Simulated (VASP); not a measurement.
Here is a VASP 6.6.1 calculation.

File INCAR:

```
SYSTEM = BN
PREC = Accurate
ENCUT = 520
EDIFF = 1E-6
ISMEAR = 0
SIGMA = 0.05
LREAL = .FALSE.
LASPH = .TRUE.
NELM = 100
ALGO = Normal
ISIF = 2
LWAVE = .FALSE.
LCHARG = .FALSE.
GGA = PS
NBANDS = 11
```

KPOINTS

```
Automatic mesh
0
G
  12 12 12
  0 0 0
```

Contents of POSCAR:

```
BN
1.0
    0.0000000000      3.4389299082      2.2377055828
    1.2314409547      0.0000000000      2.2377055828
    1.2314409547      3.4389299082      0.0000000000
B N
1 1
Direct
    0.0000486500      0.0000486500      0.9999513500
    0.6666513400      0.6666513400      0.3333486600
```

Potentials or basis: VASP PAW PBE potentials, release 64 (B, N).

Launch:

```sh
$ cat potpaw_PBE.64/B/POTCAR potpaw_PBE.64/N/POTCAR > POTCAR
$ mpirun -np 1 vasp_std > vasp.out
```

Estimate the pressure.

-4.1 GPa.

Estimate the band gap on the k mesh.

3.41 eV (least direct gap 4.49 eV).

What does it give for the largest force?

0.472 eV/Å.

Stress tensor (GPa, compression positive):
```
 10.55   0.00   0.00
  0.00   0.44   0.00
  0.00   0.00 -23.33
```

Caveat: the cell stands under tension; the PAW data sets were made with another functional, which shifts forces and pressure a little. A k mesh can miss the band edges.
